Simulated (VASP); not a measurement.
# Hf in VASP: notebook

The runs below take Hf through single point, with PBE+D4, PBE.

Everything below comes from runs of VASP 6.6.1. Logs are shortened: lines on timing, memory, paths and dates and some standing lists are left out, and cuts for length are marked.

### Step 1. The cell of the first run

Symmetry: Im-3m, No. 229, cubic system. The conventional cell has a = 3.610 Å, b = 3.610 Å, c = 3.610 Å, α = 90.00°, β = 90.00°, γ = 90.00°. Within 4.1 Å of Hf (site symmetry m-3m) lie 14 Hf at 3.13 to 3.61 Å.

### Step 2. Single point, PBE+D4

Input file INCAR:

```
PREC = Accurate ; ENCUT = 520
EDIFF = 1E-7 ; ISMEAR = -1
SIGMA = 0.08 ; LREAL = F
LASPH = T ; NELM = 100
ALGO = Normal ; ISIF = 2
LWAVE = F ; LCHARG = F
GGA = PE ; IVDW = 13
NBANDS = 11
```

Input file KPOINTS:

```
regular mesh
0
Gamma
  16 16 16
```

Input file POSCAR:

```
Hf
1.0
   -1.8050000000      1.8050000000      1.8050000000
    1.8050000000     -1.8050000000      1.8050000000
    1.8050000000      1.8050000000     -1.8050000000
Hf
1
Direct
    0.0000000000      0.0000000000      0.0000000000
```

Potentials or basis: VASP PAW PBE potentials, release 64 (Hf_pv).

Started as:

```
> cat potpaw_PBE.64/Hf_pv/POTCAR > POTCAR
> mpirun -np 1 vasp_std > vasp.out
```

OUTCAR:

```text
PREC = Accurate
   ENCUT = 520
   EDIFF = 1E-7
   ISMEAR = -1
   LREAL = F
   LASPH = T
   NELM = 100
   ISIF = 2
   GGA = PE
   IVDW = 13

 ion  position               nearest neighbor table
   1  0.000  0.000  0.000-

  LATTYP: Found a body centered cubic cell.
 ALAT       =     3.6100000000

  Lattice vectors:

 A1 = (  -1.8050000000,   1.8050000000,   1.8050000000)
 A2 = (   1.8050000000,  -1.8050000000,   1.8050000000)
 A3 = (   1.8050000000,   1.8050000000,  -1.8050000000)

Analysis of symmetry for initial positions (statically):
=====================================================================
 Subroutine PRICEL returns:
 Original cell was already a primitive cell.

 Routine SETGRP: Setting up the symmetry group for a
 body centered cubic supercell.

 Subroutine GETGRP returns: Found 48 space group operations
 (whereof 48 operations were pure point group operations)
 out of a pool of 48 trial point group operations.

The static configuration has the point symmetry O_h .

Analysis of symmetry for dynamics (positions and initial velocities):
=====================================================================
 Subroutine PRICEL returns:
 Original cell was already a primitive cell.

 Routine SETGRP: Setting up the symmetry group for a
 body centered cubic supercell.

 Subroutine GETGRP returns: Found 48 space group operations
 (whereof 48 operations were pure point group operations)
 out of a pool of 48 trial point group operations.

The dynamic configuration has the point symmetry O_h .

 Subroutine INISYM returns: Found 48 space group operations
 (whereof 48 operations are pure point group operations),
 and found     1 'primitive' translations

----------------------------------------------------------------------------------------

                                     Primitive cell

  volume of cell :      23.5229

  direct lattice vectors                    reciprocal lattice vectors
    -1.805000000  1.805000000  1.805000000     0.000000000  0.277008310  0.277008310
     1.805000000 -1.805000000  1.805000000     0.277008310  0.000000000  0.277008310
     1.805000000  1.805000000 -1.805000000     0.277008310  0.277008310  0.000000000

  length of vectors
     3.126351708  3.126351708  3.126351708     0.391748909  0.391748909  0.391748909

  position of ions in fractional coordinates (direct lattice)
     0.000000000  0.000000000  0.000000000

  ion indices of the primitive-cell ions
   primitive index   ion index
                 1           1

----------------------------------------------------------------------------------------

 KPOINTS: regular mesh

Automatic generation of k-mesh.
 Grid dimensions read from file:
 generate k-points for:   16   16   16

 Generating k-lattice:

  Cartesian coordinates                     Fractional coordinates (reciprocal lattice)
     0.000000000  0.017313019  0.017313019     0.062500000  0.000000000  0.000000000
     0.017313019  0.000000000  0.017313019     0.000000000  0.062500000  0.000000000
     0.017313019  0.017313019  0.000000000     0.000000000  0.000000000  0.062500000

  Length of vectors
     0.024484307  0.024484307  0.024484307

  Shift w.r.t. Gamma in fractional coordinates (k-lattice)
     0.000000000  0.000000000  0.000000000

 Subroutine IBZKPT returns following result:
 ===========================================

 Found    145 irreducible k-points:

 Following reciprocal coordinates:
            Coordinates               Weight
  0.000000  0.000000  0.000000      1.000000
  0.062500  0.000000  0.000000     12.000000
  0.125000  0.000000  0.000000     12.000000
  0.187500  0.000000  0.000000     12.000000
  0.250000  0.000000  0.000000     12.000000
  0.312500  0.000000  0.000000     12.000000
[... 16 lines left out ...]
  0.187500  0.187500  0.000000     24.000000
  0.250000  0.187500  0.000000     48.000000
 [... further k-points ...]
   k-points           NKPTS =    145   k-points in BZ     NKDIM =    145   number of bands    NBANDS=     11
   number of dos      NEDOS =    301   number of ions     NIONS =      1
   total plane-waves  NPLWV =  13824
   dimension x,y,z NGX =    24 NGY =   24 NGZ =   24
   dimension x,y,z NGXF=    48 NGYF=   48 NGZF=   48
   ions per type =               1
   NGX,Y,Z   is equivalent  to a cutoff of  12.76, 12.76, 12.76 a.u.
   NGXF,Y,Z  is equivalent  to a cutoff of  25.52, 25.52, 25.52 a.u.
 SYSTEM =  unknown system
   PREC   = accura    normal or accurate (medium, high low for compatibility)
   ISTART =      0    job   : 0-new  1-cont  2-samecut
   ICHARG =      2    charge: 1-file 2-atom 10-const
   ISPIN  =      1    spin polarized calculation?
   LNONCOLLINEAR =      F non collinear calculations
   LSORBIT =      F    spin-orbit coupling
   LASPH  =      T    aspherical Exc in radial PAW
   ENCUT  =  520.0 eV  38.22 Ry    6.18 a.u.   5.81  5.81  5.81*2*pi/ulx,y,z
   NELM   =    100;   NELMIN=  2; NELMDL= -5     # of ELM steps
   EDIFF  = 0.1E-06   stopping-criterion for ELM
   LREAL  =      F    real-space projection
   EDIFFG = 0.1E-05   stopping-criterion for IOM
   NSW    =      0    number of steps for IOM
   IBRION =     -1    ionic relax: 0-MD 1-quasi-New 2-CG
   NFREE  =      0    steps in history (QN), initial steepest desc. (CG)
   ISIF   =      2    stress and relaxation
   ISYM   =      2    0-nonsym 1-usesym 2-fastsym
   POTIM  = 0.5000    time-step for ionic-motion
   TEBEG  =    0.0;   TEEND  =   0.0 temperature during run
   PSTRESS=    0.0 pullay stress
   NELECT =      10.0000    total number of electrons
   NUPDOWN=      -1.0000    fix difference up-down
   EMIN   =  10.00;   EMAX   =-10.00  energy-range for DOS
   EFERMI =   0.00;   METHOD = LEGACY
   ISMEAR =    -1;   SIGMA  =   0.08  broadening in eV -4-tet -1-fermi 0-gaus
   EFERMI_NEDOS =   21; number of points for ismear=-14 and -15
   IALGO  =     38    algorithm
   IMIX   =      4    mixing-type and parameters
     AMIX     =   0.40;   BMIX     =  1.00
     AMIX_MAG =   1.60;   BMIX_MAG =  1.00
  volume/ion in A,a.u.               =      23.52       158.74
  Fermi-wavevector in a.u.,A,eV,Ry     =   1.230961  2.326179 20.616432  1.515265
  Thomas-Fermi vector in A             =   2.365789
   LORBIT       =      0    0 simple, 1 ext, 2 COOP (PROOUT), +10 PAW based schemes
   GGA     = PE    functional components
   LHFCALC =     F    Hartree Fock is set to
   AEXX    =    0.0000 exact exchange contribution
   IVDW    =    13    specifies the selected vdW correction
   LEPSILON=     F    determine dielectric tensor
   LRPA    =     F    only Hartree local field effects (RPA)
 non-spin polarized calculation
  energy-cutoff  :      520.00
  volume of cell :       23.52
 maximum number of plane-waves:       682
   NGX = 11   NGY = 11   NGZ = 11

 number of electron      10.0000001 magnetization

 Free energy of the ion-electron system (eV)
  ---------------------------------------------------
  ext. energy  EPLUGINS =         0.00000000
  ---------------------------------------------------
  free energy    TOTEN  =        -9.74238278 eV

  energy without entropy =       -9.69833649  energy(sigma->0) =       -9.72035963

 E-fermi :   4.2447     XC(G=0): -11.0583

 val. band max:        4.2262675039   @ k =   0.2500   0.2500   0.0000
 cond. band min:       4.2471198920   @ k =   0.1875   0.1250   0.0625
 fundamental gap:      0.0208523880
 Fermi energy:         4.2447443725

 k-point     1 :       0.0000    0.0000    0.0000
  band No.  band energies     occupation
      1     -25.7875      2.00000
      2     -25.7875      2.00000
      3     -25.7875      2.00000
      4      -2.6290      2.00000
      5       5.7297      0.00000
      6       5.7297      0.00000
      7       5.7297      0.00000
      8       8.3669      0.00000
      9       8.3669      0.00000
     10      17.2900      0.00000
     11      17.2900      0.00000

 k-point     2 :       0.0625    0.0000    0.0000
  band No.  band energies     occupation
      1     -25.8154      2.00000
      2     -25.7963      2.00000
      3     -25.7876      2.00000
      4      -2.4925      2.00000
      5       5.6340      0.00000
      6       5.6933      0.00000
      7       5.8631      0.00000
      8       8.2128      0.00000
      9       8.3658      0.00000
     10      17.3190      0.00000
     11      17.4184      0.00000

 k-point     3 :       0.1250    0.0000    0.0000
  band No.  band energies     occupation
      1     -25.8940      2.00000
      2     -25.8214      2.00000
      3     -25.7878      2.00000
      4      -2.0959      2.00000
      5       5.3763      0.00000
      6       5.5376      0.00000
      7       6.2589      0.00000
      8       7.9252      0.00000
      9       8.3730      0.00000
     10      17.3177      0.00000
     11      17.7118      0.00000

 k-point     4 :       0.1875    0.0000    0.0000
  band No.  band energies     occupation
      1     -26.0095      2.00000
      2     -25.8586      2.00000
      3     -25.7881      2.00000
      4      -1.4805      2.00000
      5       5.0254      0.00012
      6       5.2051      0.00001
      7       6.9034      0.00000
      8       7.7936      0.00000
      9       8.4131      0.00000
     10      17.3153      0.00000
     11      17.8112      0.00000
[... 239 lines left out ...]
 k-point    22 :       0.4375    0.1250    0.0000
  band No.  band energies     occupation
      1     -26.4425      2.00000
      2     -26.0469      2.00000
      3     -25.8265      2.00000
      4       1.4234      2.00000
      5       3.8467      1.98628
      6       4.7342      0.00439
      7       8.0107      0.00000
      8       9.2502      0.00000
      9      11.8208      0.00000
     10      13.0504      0.00000
     11      15.2765      0.00000

 k-point    23 :       0.1875    0.1875    0.0000
  band No.  band energies     occupation
      1     -26.2593      2.00000
      2     -25.9535      2.00000
      3     -25.8370      2.00000
      4       0.3755      2.00000
      5       4.1134      1.67556
      6       4.4380      0.16400
      7       7.6177      0.00000
      8       8.9717      0.00000
      9       9.2418      0.00000
     10      15.9288      0.00000
     11      17.3265      0.00000

 k-point    24 :       0.2500    0.1875    0.0000
  band No.  band energies     occupation
      1     -26.3283      2.00000
      2     -26.0113      2.00000
      3     -25.8459      2.00000
      4       1.1157      2.00000
      5       3.8411      1.98720
      6       4.3000      0.66762
      7       7.8147      0.00000
      8       9.0116      0.00000
      9      10.3425      0.00000
     10      14.6482      0.00000
     11      17.2829      0.00000

 [... further k-points ...]

------------------------ aborting loop because EDIFF is reached ----------------------------------------

  DFT-D4 for vdW energy calculation

  Edisp (eV):   -0.19870

  FORCE on cell =-STRESS in cart. coord.  units (eV):
  Direction    XX          YY          ZZ          XY          YZ          ZX
  --------------------------------------------------------------------------------------
  -------------------------------------------------------------------------------------
  Total      -0.95514    -0.95514    -0.95514     0.00000     0.00000     0.00000
  in kB     -65.05575   -65.05575   -65.05575     0.00000     0.00000     0.00000
  external pressure =      -65.06 kB  Pullay stress =        0.00 kB

 VOLUME and BASIS-vectors are now :
 -----------------------------------------------------------------------------
  energy-cutoff  :      520.00
  volume of cell :       23.52
      direct lattice vectors                 reciprocal lattice vectors
    -1.805000000  1.805000000  1.805000000     0.000000000  0.277008310  0.277008310
     1.805000000 -1.805000000  1.805000000     0.277008310  0.000000000  0.277008310
     1.805000000  1.805000000 -1.805000000     0.277008310  0.277008310  0.000000000

 POSITION                                       TOTAL-FORCE (eV/Angst)
 -----------------------------------------------------------------------------------
      0.00000      0.00000      0.00000         0.000000     -0.000000      0.000000
 -----------------------------------------------------------------------------------
    total drift:                                0.000000     -0.000000      0.000000

  FREE ENERGIE OF THE ION-ELECTRON SYSTEM (eV)
  ---------------------------------------------------
  free  energy   TOTEN  =        -9.9410839391 eV

  energy  without entropy=       -9.8970376423  energy(sigma->0) =       -9.91906079
```

Wall time 34 s (1 thread of AMD EPYC 7R43 (Zen 3), shared host); peak memory 0.13 GiB.

Results:

```yaml
Free_energy: -9.9411 eV
Pressure: -6.5 GPa
Band_gap_on_the_k_mesh: zero (band 5 reaches 5.73 eV, above the bottom of band 6 at 3.55 eV)
Dispersion_energy_per_atom: -0.199 eV
```

Caveat: spin-orbit coupling is left out, which moves the levels of the heavy elements; pairwise dispersion overbinds metals, which lowers pressure and volume.

### Step 3. Single point, PBE (z stretched by +1.5 % at fixed volume)

Input file INCAR:

```
SYSTEM = Hf
PREC = Accurate ; ENCUT = 520
EDIFF = 1E-7 ; ISMEAR = -1
SIGMA = 0.08 ; LREAL = .FALSE.
LASPH = .TRUE. ; NELM = 100
ALGO = Normal ; ISIF = 2
LWAVE = .FALSE. ; LCHARG = .FALSE.
GGA = PE ; NBANDS = 11
```

Input file KPOINTS:

```
regular mesh
0
G
  16 16 16
  0 0 0
```

Input file POSCAR:

```
Hf
1.0
   -1.7916129179      1.7916129179      1.8320750000
    1.7916129179     -1.7916129179      1.8320750000
    1.7916129179      1.7916129179     -1.8320750000
Hf
1
Direct
    0.0000000000      0.0000000000      0.0000000000
```

Potentials or basis: VASP PAW PBE potentials, release 64 (Hf_pv).

Started as:

```
> cat potpaw_PBE.64/Hf_pv/POTCAR > POTCAR
> mpirun -np 1 vasp_std > vasp.out
```

Wall time 41 s (1 thread of AMD EPYC 9R14 (Zen 4), shared host); peak memory 0.18 GiB.

The run converged. Its results:

```
Free energy            : -9.7435 eV
Pressure               : -5.1 GPa
Band gap on the k mesh : zero (band 5 reaches 5.66 eV, above the bottom of band 6 at 3.54 eV)
```

Stress tensor (GPa, compression positive):
```
-5.44  0.00  0.00
 0.00 -5.44  0.00
 0.00  0.00 -4.44
```

Levels at points of the mesh, in eV from the Fermi level:
```
           k point  band 3  band 4  band 5  band 6  band 7  band 8
(0.00, 0.00, 0.00)  -30.04   -6.88    1.41    1.41    1.64    3.96
(0.50, 0.00, 0.00)  -30.04   -3.24   -0.33    0.84    3.80    4.85
(0.50, 0.50, 0.00)  -30.05   -3.20   -0.57    0.97    4.13    4.98
(0.50, 0.50, 0.50)  -30.51   -2.40   -2.34    6.35    6.42    6.42
```

Caveat: spin-orbit coupling is left out, which moves the levels of the heavy elements.

### Step 4. Single point, PBE (volume scaled by 0.95)

Input file INCAR:

```
SYSTEM = Hf
PREC     = Accurate       ! precision mode
ENCUT    = 520            ! plane-wave cutoff, eV
EDIFF    = 1E-6           ! SCF threshold, eV
ISMEAR   = -1             ! smearing method
SIGMA    = 0.08           ! smearing width, eV
LREAL    = .False.        ! projectors in reciprocal space
LASPH    = .True.         ! aspherical terms in the spheres
NELM     = 100            ! most SCF steps
ALGO     = Normal         ! electronic algorithm
ISIF     = 2              ! what is computed and relaxed
LWAVE    = .False.        ! write WAVECAR
LCHARG   = .False.        ! write CHGCAR
GGA      = PE             ! functional
NBANDS   = 11             ! bands
```

Input file KPOINTS:

```
Automatic mesh
0
Gamma
  16 16 16
  0 0 0
```

Input file POSCAR:

```
Hf
1.0
   -1.7744008684      1.7744008684      1.7744008684
    1.7744008684     -1.7744008684      1.7744008684
    1.7744008684      1.7744008684     -1.7744008684
Hf
1
Direct
    0.0000000000      0.0000000000      0.0000000000
```

Started as:

```
> cat potpaw_PBE.64/Hf_pv/POTCAR > POTCAR
> mpirun -np 1 vasp_std > vasp.out
```

Wall time 35 s (1 thread of AMD EPYC 7R43 (Zen 3), shared host); peak memory 0.13 GiB.

It converged, with:

| Item | Value |
| --- | --- |
| Free energy | -9.7635 eV |
| Pressure | -0.5 GPa |
| Band gap on the k mesh | zero (band 5 reaches 6.11 eV, above the bottom of band 6 at 3.84 eV) |

Levels at points of the mesh, in eV from the Fermi level:
```csv
k point,band 3,band 4,band 5,band 6,band 7,band 8
"(0.00, 0.00, 0.00)",-29.82,-7.04,1.53,1.53,1.53,4.32
"(0.50, 0.00, 0.00)",-29.83,-3.37,-0.49,1.07,4.15,5.15
"(0.50, 0.50, 0.50)",-30.40,-2.57,-2.57,6.79,6.79,6.79
```

Caveat: spin-orbit coupling is left out, which moves the levels of the heavy elements.

### Step 5. Overview

| level | cell | gap on the mesh (eV) | pressure (GPa) |
| --- | --- | --- | --- |
| PBE+D4 | a = 3.126 Å, angles 109.5°, 1 atom | none | -6.5 |
| PBE | a = 3.127 Å, angles 110.1, 110.1, 108.3°, 1 atom | none | -5.1 |
| PBE | a = 3.073 Å, angles 109.5°, 1 atom | none | -0.5 |

Alike in all rows: task single point; potentials or basis VASP PAW PBE potentials, release 64 (Hf_pv); no spin polarisation; k mesh 16 × 16 × 16; cutoff (eV) 520; smearing fermi-dirac 0.08 eV.

Caveats: spin-orbit coupling is left out, which moves the levels of the heavy elements; pairwise dispersion overbinds metals, which lowers pressure and volume (some runs).

Absolute energies hang on the potentials; compare differences alone.
